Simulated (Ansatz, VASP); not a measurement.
# Two plane-wave programs on LaZn

INCAR

```
SYSTEM = LaZn
ALGO = Normal
EDIFF = 1E-8
ENCUT = 520
GGA = CA
ISIF = 2
ISMEAR = -1
LASPH = .TRUE.
LCHARG = .FALSE.
LEFG = .TRUE.
LREAL = .FALSE.
LWAVE = .FALSE.
NBANDS = 18
NELM = 60
PREC = Accurate
SIGMA = 0.05
```

KPOINTS

```
k-points
0
G
  9 9 9
  0 0 0
```

File POSCAR:

```
LaZn
1.0
    3.7993477643      0.0000000000      0.0000000000
    0.0000000000      3.7993477643      0.0000000000
    0.0000000000      0.0000000000      3.7993477643
La Zn
1 1
Direct
    0.5000000000      0.5000000000      0.5000000000
    0.0000000000      0.0000000000      0.0000000000
```

Input for Ansatz:

```yaml
crystal:
  lattice:
    - [3.7993477643, 0.0, 0.0]
    - [0.0, 3.7993477643, 0.0]
    - [0.0, 0.0, 3.7993477643]
  atoms:
    - { symbol: La, position: [0.5, 0.5, 0.5] }
    - { symbol: Zn, position: [0.0, 0.0, 0.0] }
kpoints:
  mp_grid: { grid: [9, 9, 9] }
scf:
  occupations: { method: fermi_dirac, width: 0.05 }
hamiltonian:
  xc: lda
  pseudopotentials: { kind: paw }
output:
  forces: true
  stress: true
  eigenvalues: true
  efg: { contact_densities: true }
```

Change from the starting cell: volume scaled by 1.04, PAW files.

Alike in both runs: task electric field gradients; functional LDA; k mesh 9 × 9 × 9; occupations fermi-dirac, width 0.05 eV; no spin polarisation.

|  | VASP | Ansatz |
| --- | --- | --- |
| version | VASP 6.6.1 | Ansatz 0.2.0 |
| potentials or method | VASP PAW LDA potentials, release 64 (La, Zn) | PAW with Ansatz's default frozen-core files, scalar-relativistic |
| plane-wave cutoff (eV) | 520 | 420 |
| valence electrons in the cell | 23 | 23 |

|  | VASP | Ansatz | Ansatz less VASP |
| --- | --- | --- | --- |
| pressure (GPa) | -5.5 | -5.5 | -0.03 |

LDA's correlation is that of Perdew and Zunger in VASP and of Perdew and Wang (1992) in Ansatz.

Spin-orbit coupling is off throughout.
